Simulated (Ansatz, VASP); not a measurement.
Two plane-wave programs on ScTa2N3

```xyz
6
Lattice="2.8237 1.6303 2.9402 -2.8237 1.6303 2.9402 0.0000 -3.2606 2.9402" Properties=species:S:1:pos:R:3 pbc="T T T"
Sc    0.0000    0.0000    0.0000
Ta    0.0000    0.0000    6.1388
Ta    0.0000    0.0000    2.6817
N    -1.4119    0.8151    1.4701
N     1.4119    0.8151    1.4701
N     0.0000   -1.6303    1.4701
```

Change from the starting cell: species swapped into the Dy2AlCo3 type (R-3m, No. 166).

Alike in both runs: task relaxation of cell and atoms; functional PBE; k mesh 12 × 12 × 12; occupations gaussian, width 0.1 eV; no spin polarisation.

|  | VASP | Ansatz |
| --- | --- | --- |
| version | VASP 6.6.1 | Ansatz 0.2.0 |
| potentials or method | VASP PAW PBE potentials, release 64 (Sc_sv, Ta_pv, N), cutoff 600 eV | scalar-relativistic, plane waves, PAW |
| valence electrons in the cell | 48 | 52 |

```csv
,VASP,Ansatz,Ansatz less VASP
"gap on the k mesh at the Fermi level, each at its own relaxed structure (eV)",none,none,-
relaxed volume (Å³/atom),13.60,13.56,-0.039
relaxed length of the cell vector where the two differ most in proportion (Å),4.396,4.391,-0.0049
```

A gap of «none» marks a metal or a gap that the smearing closes. VASP's potentials hold 48 valence electrons a cell and Ansatz's 52, so a difference there can come from the potentials and not from the codes.

Neither program's run includes spin-orbit coupling.
